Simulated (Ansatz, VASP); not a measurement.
# Ta2N in VASP and in Ansatz

```
Ta N
1.0
     5.29657    0.00000    0.00000
    -2.64829    4.58697    0.00000
     0.00000    0.00000    4.93918
Ta N
6 3
Cartesian
  1.7647 3.0566 3.7223
  -0.8836 1.5304 3.7223
  1.7671 0.0000 3.7223
  0.8836 1.5304 1.2169
  -1.7647 3.0566 1.2169
  3.5294 0.0000 1.2169
  2.6483 1.5290 2.4696
  0.0000 3.0580 2.4696
  0.0000 0.0000 0.0000
```

Alike in both runs: task single point; functional PBEsol; k mesh 12 × 12 × 8; no spin polarisation.

|  | VASP | Ansatz |
| --- | --- | --- |
| version | VASP 6.6.1 | Ansatz 0.2.0 |
| potentials or method | VASP PAW PBE potentials, release 64 (Ta_pv, N), cutoff 520 eV | scalar-relativistic, plane waves, PAW |
| occupations | methfessel-paxton of order 1, width 0.2 eV | cold, width 0.2 eV |
| valence electrons in the cell | 81 | 93 |

VASP gave:

```
gap on the k mesh at the Fermi level (eV)                     : none
pressure (GPa)                                                : -4.8
traceless stress, the component that is largest in VASP (GPa) : 0.09
rms of the force components (eV/Å)                            : 0.056
```

Q: Which values does Ansatz return?

A: gap on the k mesh at the Fermi level (eV): none; pressure (GPa): -5.3; traceless stress, the component that is largest in VASP (GPa): 0.03; rms of the force components (eV/Å): 0.065.

VASP's potentials were made for PBE, not for PBEsol. Atom by atom the forces differ by 0.010 eV/Å (rms over components). A gap of «none» marks a metal or a gap that the smearing closes. VASP's potentials hold 81 valence electrons a cell and Ansatz's 93, so a difference there can come from the potentials and not from the codes.

Neither program's run includes spin-orbit coupling.
